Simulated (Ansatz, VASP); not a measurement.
## One calculation of Ga4As3N, two programs

```xyz
8
Lattice="-2.5106 2.5106 5.5928 2.5106 -2.5106 5.5928 2.5106 2.5106 -5.5928" Properties=species:S:1:pos:R:3 pbc="T T T"
Ga    2.5106    0.0000    0.0000
Ga    0.0000    0.0000    9.2164
Ga    0.0000    2.5106    0.0000
Ga    0.0000    0.0000    1.9693
As    2.5106    0.0000    2.7964
As    0.0000    2.5106    2.7964
As    0.0000    0.0000    5.5928
N     0.0000    0.0000    0.0000
```

Alike in both runs: functional PBE; k mesh 10 × 10 × 10; occupations gaussian, width 0.1 eV; no spin polarisation.

Ansatz relaxed the structure, and its values are those at the end. VASP's run is a single point on that final structure, the one shown.

|  | VASP | Ansatz |
| --- | --- | --- |
| version | VASP 6.6.1 | Ansatz 0.2.0 |
| potentials or method | VASP PAW PBE potentials, release 64 (Ga_d, As, N), cutoff 520 eV | scalar-relativistic, plane waves, PAW |
| valence electrons in the cell | 72 | 102 |

VASP gave:

* gap on the k mesh at the Fermi level (eV): none
* pressure (GPa): 0.2
* rms of the force components (eV/Å): 0.004

**Question.** Estimate Ansatz's values.

**Answer.** gap on the k mesh at the Fermi level (eV): none; pressure (GPa): 0.0; rms of the force components (eV/Å): 0.003.

A gap of «none» marks a metal or a gap that the smearing closes. VASP's potentials hold 72 valence electrons a cell and Ansatz's 102, so a difference there can come from the potentials and not from the codes.
